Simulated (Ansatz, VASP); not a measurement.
## HfC: VASP beside Ansatz

The input INCAR:

```
SYSTEM = HfC
  ALGO = Normal
  EDIFF = 1E-7
  ENCUT = 520
  GGA = PE
  ISIF = 2
  ISMEAR = -1
  LASPH = .TRUE.
  LCHARG = .FALSE.
  LREAL = .FALSE.
  LWAVE = .FALSE.
  NBANDS = 14
  NELM = 60
  PREC = Accurate
  SIGMA = 0.05
```

File KPOINTS:

```
k-points
0
G
  15 15 15
  0 0 0
```

File POSCAR:

```
HfC
1.0
    0.0000000000      2.3403977997      2.3403977997
    2.3403977997      0.0000000000      2.3403977997
    2.3403977997      2.3403977997      0.0000000000
Hf C
1 1
Direct
    0.5000000000      0.5000000000      0.5000000000
    0.0000000000      0.0000000000      0.0000000000
```

Input for Ansatz:

```yaml
crystal:
  lattice:
    - [0.0, 2.3403977997, 2.3403977997]
    - [2.3403977997, 0.0, 2.3403977997]
    - [2.3403977997, 2.3403977997, 0.0]
  atoms:
    - { symbol: Hf, position: [0.5, 0.5, 0.5] }
    - { symbol: C, position: [0.0, 0.0, 0.0] }
kpoints:
  mp_grid: { grid: [15, 15, 15] }
scf:
  occupations: { method: fermi_dirac, width: 0.05 }
hamiltonian:
  xc: pbe
  pseudopotentials: { kind: all_electron, lapw: { basis_error: 0.001 } }
output:
  forces: true
  stress: true
  eigenvalues: true
```

Change from the starting cell: volume scaled by 1.02.

Alike in both runs: task single point; functional PBE; k mesh 15 × 15 × 15; occupations fermi-dirac, width 0.05 eV; no spin polarisation.

```csv
,VASP,Ansatz
version,VASP 6.6.1,Ansatz 0.2.0
potentials or method,"VASP PAW PBE potentials, release 64 (Hf_pv, C), cutoff 520 eV","all-electron LAPW, scalar-relativistic"
```

Ansatz gave:

```
pressure (GPa) : -4.2
```

Q: What did VASP give for the same quantities?

A: Pressure (GPa): -5.0.

Ansatz ran all-electron here, and VASP with PAW potentials.

Neither program's run includes spin-orbit coupling.
